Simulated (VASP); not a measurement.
Runs of VASP 6.6.1 on Li7S. The structure is that of space group Fm-3m (No. 225), or close to it. The cells are those of the table. 

```tsv
task	cell	k mesh	cutoff (eV)	gap on the mesh (eV)	pressure (GPa)	relaxed volume (Å³/atom)
single point	a = 5.797 Å, angles 60.0°, 8 atoms	8 × 8 × 8	520	none	-	-
relaxation of cell and atoms	relaxed from a = 5.802 Å, angles 60.0°, 8 atoms	8 × 8 × 8	600	none	0.0	17.08
relaxation of cell and atoms	relaxed from a = 5.146 Å, angles 60.0°, 8 atoms	4 × 4 × 4	600	none	0.0	(a)
single point	a = 5.802 Å, angles 60.0°, 8 atoms	4 × 4 × 4	520	none	-	-
single point	a = 5.146 Å, angles 60.0°, 8 atoms	4 × 4 × 4	520	none	-	-
```

Alike in all rows: level PBE; potentials or basis VASP PAW PBE potentials, release 64 (Li_sv, S); no spin polarisation; smearing gaussian 0.1 eV.

Task: Estimate the missing entries.

Result: (a) 16.82.

Caveats: some runs use coarse meshes; the cutoff is under 1.25 times the usual one of these potentials, so pressure, stress and relaxed cells hold a basis-set (Pulay) error; the volume moved by over 15 % at a fixed basis, so the end points are rough (some runs).

A gap of «none» marks levels without a gap at the run's occupations.
